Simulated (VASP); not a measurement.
# Cu3Mo (Pm-3m) in VASP: further runs

Runs on Cu3Mo. Level: PBE. Tasks: single point, relaxation of cell and atoms.

All numbers are computed with VASP 6.6.1; they aren't measurements. Logs are shortened: lines on timing, memory, paths and dates and some standing lists are left out, and cuts for length are marked.

### Step 1. The cell of the first run

It takes space group Pm-3m (No. 221, cubic). The conventional cell has a = 3.758 Å, b = 3.758 Å, c = 3.758 Å, α = 90.00°, β = 90.00°, γ = 90.00°. Within 3.5 Å of Cu (site symmetry 4/mmm) lie 8 Cu at 2.66 Å and 4 Mo at 2.66 Å. Mo (site symmetry m-3m) has 12 Cu at 2.66 Å within 3.5 Å.

### Step 2. Single point, PBE

INCAR

```
  ALGO = Normal
  EDIFF = 1E-6
  ENCUT = 520
  GGA = PE
  ISIF = 2
  ISMEAR = 0
  LASPH = T
  LCHARG = T
  LELF = T
  LREAL = F
  LVHAR = T
  LWAVE = F
  NBANDS = 32
  NELM = 100
  PREC = Accurate
  SIGMA = 0.1
```

KPOINTS

```
k-points
0
Gamma
  4 4 4
```

POSCAR

```
Cu3Mo
1.0
    3.7581770892      0.0000000000      0.0000000000
    0.0000000000      3.7581770892      0.0000000000
    0.0000000000      0.0000000000      3.7581770892
Cu Mo
3 1
Direct
    0.0000000000      0.5000000000      0.5000000000
    0.5000000000      0.0000000000      0.5000000000
    0.5000000000      0.5000000000      0.0000000000
    0.0000000000      0.0000000000      0.0000000000
```

Potentials or basis: VASP PAW PBE potentials, release 64 (Cu, Mo_sv).

Command:

```sh
cat potpaw_PBE.64/Cu/POTCAR potpaw_PBE.64/Mo_sv/POTCAR > POTCAR
mpirun -np 1 vasp_std > vasp.out
```

OUTCAR:

```text
EDIFF = 1E-6
   ENCUT = 520
   GGA = PE
   ISIF = 2
   ISMEAR = 0
   LASPH = T
   LREAL = F
   NELM = 100
   PREC = Accurate

 ion  position               nearest neighbor table
   1  0.000  0.500  0.500-   2 2.66   3 2.66   4 2.66   3 2.66   4 2.66   2 2.66   4 2.66   4 2.66
                             2 2.66   3 2.66   3 2.66   2 2.66
   2  0.500  0.000  0.500-   1 2.66   3 2.66   4 2.66   3 2.66   4 2.66   1 2.66   3 2.66   3 2.66
                             1 2.66   4 2.66   4 2.66   1 2.66
   3  0.500  0.500  0.000-   1 2.66   2 2.66   4 2.66   1 2.66   2 2.66   2 2.66   4 2.66   2 2.66
                             1 2.66   4 2.66   1 2.66   4 2.66
   4  0.000  0.000  0.000-   1 2.66   2 2.66   3 2.66   1 2.66   2 2.66   1 2.66   3 2.66   1 2.66
                             2 2.66   3 2.66   2 2.66   3 2.66

  LATTYP: Found a simple cubic cell.
 ALAT       =     3.7581770892

  Lattice vectors:

 A1 = (   3.7581770892,   0.0000000000,   0.0000000000)
 A2 = (   0.0000000000,   3.7581770892,   0.0000000000)
 A3 = (   0.0000000000,   0.0000000000,   3.7581770892)

Analysis of symmetry for initial positions (statically):
=====================================================================
 Subroutine PRICEL returns:
 Original cell was already a primitive cell.

 Routine SETGRP: Setting up the symmetry group for a
 simple cubic supercell.

 Subroutine GETGRP returns: Found 48 space group operations
 (whereof 48 operations were pure point group operations)
 out of a pool of 48 trial point group operations.

The static configuration has the point symmetry O_h .

Analysis of symmetry for dynamics (positions and initial velocities):
=====================================================================
 Subroutine PRICEL returns:
 Original cell was already a primitive cell.

 Routine SETGRP: Setting up the symmetry group for a
 simple cubic supercell.

 Subroutine GETGRP returns: Found 48 space group operations
 (whereof 48 operations were pure point group operations)
 out of a pool of 48 trial point group operations.

The dynamic configuration has the point symmetry O_h .

 Subroutine INISYM returns: Found 48 space group operations
 (whereof 48 operations are pure point group operations),
 and found     1 'primitive' translations

----------------------------------------------------------------------------------------

                                     Primitive cell

  volume of cell :      53.0801

  direct lattice vectors                    reciprocal lattice vectors
     3.758177089  0.000000000  0.000000000     0.266086450  0.000000000  0.000000000
     0.000000000  3.758177089  0.000000000     0.000000000  0.266086450  0.000000000
     0.000000000  0.000000000  3.758177089     0.000000000  0.000000000  0.266086450

  length of vectors
     3.758177089  3.758177089  3.758177089     0.266086450  0.266086450  0.266086450

  position of ions in fractional coordinates (direct lattice)
     0.000000000  0.500000000  0.500000000
     0.500000000  0.000000000  0.500000000
     0.500000000  0.500000000  0.000000000
     0.000000000  0.000000000  0.000000000

  ion indices of the primitive-cell ions
   primitive index   ion index
                 1           1
                 2           2
                 3           3
                 4           4

----------------------------------------------------------------------------------------

 KPOINTS: k-points

Automatic generation of k-mesh.
 Grid dimensions read from file:
 generate k-points for:    4    4    4

 Generating k-lattice:

  Cartesian coordinates                     Fractional coordinates (reciprocal lattice)
     0.066521612  0.000000000  0.000000000     0.250000000  0.000000000  0.000000000
     0.000000000  0.066521612  0.000000000     0.000000000  0.250000000  0.000000000
     0.000000000  0.000000000  0.066521612     0.000000000  0.000000000  0.250000000

  Length of vectors
     0.066521612  0.066521612  0.066521612

  Shift w.r.t. Gamma in fractional coordinates (k-lattice)
     0.000000000  0.000000000  0.000000000

 Subroutine IBZKPT returns following result:
 ===========================================

 Found     10 irreducible k-points:

 Following reciprocal coordinates:
            Coordinates               Weight
  0.000000  0.000000  0.000000      1.000000
  0.250000  0.000000  0.000000      6.000000
  0.500000  0.000000  0.000000      3.000000
  0.250000  0.250000  0.000000     12.000000
  0.500000  0.250000  0.000000     12.000000
  0.500000  0.500000  0.000000      3.000000
  0.250000  0.250000  0.250000      8.000000
  0.500000  0.250000  0.250000     12.000000
  0.500000  0.500000  0.250000      6.000000
  0.500000  0.500000  0.500000      1.000000
   k-points           NKPTS =     10   k-points in BZ     NKDIM =     10   number of bands    NBANDS=     32
   number of dos      NEDOS =    301   number of ions     NIONS =      4
   total plane-waves  NPLWV =  21952
   dimension x,y,z NGX =    28 NGY =   28 NGZ =   28
   dimension x,y,z NGXF=    56 NGYF=   56 NGZF=   56
   ions per type =               3   1
   NGX,Y,Z   is equivalent  to a cutoff of  12.39, 12.39, 12.39 a.u.
   NGXF,Y,Z  is equivalent  to a cutoff of  24.77, 24.77, 24.77 a.u.
 SYSTEM =  unknown system
   PREC   = accura    normal or accurate (medium, high low for compatibility)
   ISTART =      0    job   : 0-new  1-cont  2-samecut
   ICHARG =      2    charge: 1-file 2-atom 10-const
   ISPIN  =      1    spin polarized calculation?
   LNONCOLLINEAR =      F non collinear calculations
   LSORBIT =      F    spin-orbit coupling
   LASPH  =      T    aspherical Exc in radial PAW
   ENCUT  =  520.0 eV  38.22 Ry    6.18 a.u.   6.99  6.99  6.99*2*pi/ulx,y,z
   NELM   =    100;   NELMIN=  2; NELMDL= -5     # of ELM steps
   EDIFF  = 0.1E-05   stopping-criterion for ELM
   LREAL  =      F    real-space projection
   EDIFFG = 0.1E-04   stopping-criterion for IOM
   NSW    =      0    number of steps for IOM
   IBRION =     -1    ionic relax: 0-MD 1-quasi-New 2-CG
   NFREE  =      0    steps in history (QN), initial steepest desc. (CG)
   ISIF   =      2    stress and relaxation
   ISYM   =      2    0-nonsym 1-usesym 2-fastsym
   POTIM  = 0.5000    time-step for ionic-motion
   TEBEG  =    0.0;   TEEND  =   0.0 temperature during run
   PSTRESS=    0.0 pullay stress
   NELECT =      47.0000    total number of electrons
   NUPDOWN=      -1.0000    fix difference up-down
   EMIN   =  10.00;   EMAX   =-10.00  energy-range for DOS
   EFERMI =   0.00;   METHOD = LEGACY
   ISMEAR =     0;   SIGMA  =   0.10  broadening in eV -4-tet -1-fermi 0-gaus
   EFERMI_NEDOS =   21; number of points for ismear=-14 and -15
   IALGO  =     38    algorithm
   IMIX   =      4    mixing-type and parameters
     AMIX     =   0.40;   BMIX     =  1.00
     AMIX_MAG =   1.60;   BMIX_MAG =  1.00
  volume/ion in A,a.u.               =      13.27        89.55
  Fermi-wavevector in a.u.,A,eV,Ry     =   1.572040  2.970725 33.624203  2.471309
  Thomas-Fermi vector in A             =   2.673534
   LORBIT       =      0    0 simple, 1 ext, 2 COOP (PROOUT), +10 PAW based schemes
   GGA     = PE    functional components
   LHFCALC =     F    Hartree Fock is set to
   AEXX    =    0.0000 exact exchange contribution
   IVDW    =     0    specifies the selected vdW correction
   LEPSILON=     F    determine dielectric tensor
   LRPA    =     F    only Hartree local field effects (RPA)
 non-spin polarized calculation
 Gauss-broadening in eV      SIGMA  =   0.10
  energy-cutoff  :      520.00
  volume of cell :       53.08
 maximum number of plane-waves:      1472
 NGX is ok and might be reduce to    28
   NGX = 13   NGY = 13   NGZ = 13

 number of electron      47.0000023 magnetization

 Free energy of the ion-electron system (eV)
  ---------------------------------------------------
  ext. energy  EPLUGINS =         0.00000000
  ---------------------------------------------------
  free energy    TOTEN  =       -20.15735416 eV

  energy without entropy =      -20.11767746  energy(sigma->0) =      -20.13751581

 E-fermi :   8.3620     XC(G=0): -12.7163

 val. band max:        8.3230388857   @ k =   0.5000   0.2500   0.2500
 cond. band min:       8.4065713331   @ k =   0.5000   0.2500   0.2500
 fundamental gap:      0.0835324473
 Fermi energy:         8.3620039516

 k-point     1 :       0.0000    0.0000    0.0000
  band No.  band energies     occupation
      1     -52.4245      2.00000
      2     -26.4916      2.00000
      3     -26.4916      2.00000
      4     -26.4916      2.00000
      5       0.0421      2.00000
      6       3.4174      2.00000
[... 24 lines left out ...]
     31      17.7258      0.00000
     32      19.1338      0.00000

 k-point     2 :       0.2500    0.0000    0.0000
  band No.  band energies     occupation
      1     -52.4235      2.00000
      2     -26.5144      2.00000
      3     -26.4912      2.00000
      4     -26.4912      2.00000
      5       0.7890      2.00000
      6       3.6299      2.00000
[... 24 lines left out ...]
     31      18.8110      0.00000
     32      18.8110      0.00000

 k-point     3 :       0.5000    0.0000    0.0000
  band No.  band energies     occupation
      1     -52.4225      2.00000
      2     -26.5371      2.00000
      3     -26.4908      2.00000
      4     -26.4908      2.00000
      5       2.6508      2.00000
      6       2.6676      2.00000
[... 24 lines left out ...]
     31      16.4400      0.00000
     32      16.7225      0.00000

 k-point     4 :       0.2500    0.2500    0.0000
  band No.  band energies     occupation
      1     -52.4226      2.00000
      2     -26.5140      2.00000
      3     -26.5112      2.00000
      4     -26.4908      2.00000
      5       1.4774      2.00000
      6       4.0186      2.00000
[... 164 lines left out ...]
     31      17.8933      0.00000
     32      19.6212      0.00000

 k-point     9 :       0.5000    0.5000    0.2500
  band No.  band energies     occupation
      1     -52.4201      2.00000
      2     -26.5274      2.00000
      3     -26.5274      2.00000
      4     -26.5070      2.00000
      5       3.4776      2.00000
      6       3.7177      2.00000
[... 24 lines left out ...]
     31      15.9896      0.00000
     32      17.0005      0.00000

 k-point    10 :       0.5000    0.5000    0.5000
  band No.  band energies     occupation
      1     -52.4195      2.00000
      2     -26.5242      2.00000
      3     -26.5242      2.00000
      4     -26.5242      2.00000
      5       3.3337      2.00000
      6       3.3337      2.00000
[... 24 lines left out ...]
     31      14.8899      0.00000
     32      14.9298      0.00000

------------------------ aborting loop because EDIFF is reached ----------------------------------------

  FORCE on cell =-STRESS in cart. coord.  units (eV):
  Direction    XX          YY          ZZ          XY          YZ          ZX
  --------------------------------------------------------------------------------------
  -------------------------------------------------------------------------------------
  Total        0.1291861      0.1291861      0.1291861      0.0000000      0.0000000      0.0000000
  in kB        3.8993707      3.8993707      3.8993707      0.0000000      0.0000000      0.0000000
  external PRESSURE =       3.8993707 kB  Pullay stress =       0.0000000 kB

 VOLUME and BASIS-vectors are now :
 -----------------------------------------------------------------------------
  energy-cutoff  :      520.00
  volume of cell :       53.08
      direct lattice vectors                 reciprocal lattice vectors
     3.758177089  0.000000000  0.000000000     0.266086450  0.000000000  0.000000000
     0.000000000  3.758177089  0.000000000     0.000000000  0.266086450  0.000000000
     0.000000000  0.000000000  3.758177089     0.000000000  0.000000000  0.266086450

 POSITION                                       TOTAL-FORCE (eV/Angst)
 -----------------------------------------------------------------------------------
      0.00000      1.87909      1.87909         0.000000      0.000000      0.000000
      1.87909      0.00000      1.87909         0.000000      0.000000      0.000000
      1.87909      1.87909      0.00000         0.000000      0.000000      0.000000
      0.00000      0.00000      0.00000         0.000000      0.000000      0.000000
 -----------------------------------------------------------------------------------
    total drift:                                0.000000      0.000000      0.000000

  FREE ENERGIE OF THE ION-ELECTRON SYSTEM (eV)
  ---------------------------------------------------
  free  energy   TOTEN  =       -20.1573541593 eV

  energy  without entropy=      -20.1176774565  energy(sigma->0) =      -20.13751581
```

It took 12 s on 1 thread of Intel Xeon 6975P-C (Granite Rapids), shared host; peak memory 0.16 GiB.

What came out:

| Quantity | Value |
| --- | --- |
| Free energy | -20.1574 eV |
| Pressure | 0.4 GPa |

Caveat: the k points lie up to 0.42 Å⁻¹ apart.

### Step 3. Single point, PBE

This run uses another cell than the first one, of 16.60 Å³/atom, 1.251 times its volume.

INCAR

```
PREC     = Accurate       # precision mode
ENCUT    = 520            # plane-wave cutoff, eV
EDIFF    = 1E-6           # SCF threshold, eV
ISMEAR   = 0              # smearing method
SIGMA    = 0.1            # smearing width, eV
LREAL    = F              # projectors in reciprocal space
LASPH    = T              # aspherical terms in the spheres
NELM     = 100            # most SCF steps
ALGO     = Fast           # electronic algorithm
ISIF     = 2              # what is computed and relaxed
LWAVE    = F              # write WAVECAR
LCHARG   = F              # write CHGCAR
GGA      = PE             # functional
NBANDS   = 32             # bands
```

KPOINTS

```
regular mesh
0
Gamma
  4 4 4
```

POSCAR

```
Cu3Mo
1.0
    4.0494957200      0.0000000000      0.0000000000
    0.0000000000      4.0494957200      0.0000000000
    0.0000000000      0.0000000000      4.0494957200
Cu Mo
3 1
Direct
    0.0000000000      0.5000000000      0.5000000000
    0.5000000000      0.0000000000      0.5000000000
    0.5000000000      0.5000000000      0.0000000000
    0.0000000000      0.0000000000      0.0000000000
```

Potentials or basis: VASP PAW PBE potentials, release 64 (Cu, Mo_sv).

Command:

```sh
cat potpaw_PBE.64/Cu/POTCAR potpaw_PBE.64/Mo_sv/POTCAR > POTCAR
mpirun -np 1 vasp_std > vasp.out
```

Run time: 16 s. Hardware: 1 thread of Intel Xeon 6975P-C (Granite Rapids), shared host; peak memory 0.16 GiB.

Results (log left out):

* Free energy: -19.1079 eV
* Pressure: -20.6 GPa

Levels at points of the mesh, in eV from the Fermi level:
| k point | band 19 | band 20 | band 21 | band 22 | band 23 | band 24 | band 25 | band 26 | band 27 | band 28 |
| --- | --- | --- | --- | --- | --- | --- | --- | --- | --- | --- |
| (0.00, 0.00, 0.00) | -1.28 | -1.28 | 0.14 | 0.14 | 1.17 | 1.17 | 1.17 | 2.11 | 2.11 | 2.11 |
| (0.50, 0.00, 0.00) | -1.81 | -1.55 | -1.28 | -0.43 | -0.43 | -0.17 | 0.80 | 1.09 | 5.59 | 5.89 |
| (0.50, 0.50, 0.00) | -1.89 | -1.88 | -1.70 | -0.32 | -0.32 | -0.09 | -0.09 | 0.69 | 2.09 | 2.72 |
| (0.50, 0.50, 0.50) | -1.40 | -0.27 | -0.27 | -0.27 | -0.03 | 0.30 | 0.30 | 0.30 | 1.12 | 1.12 |

Caveat: the k points lie up to 0.39 Å⁻¹ apart.

(Continued in part 2 of 2.)
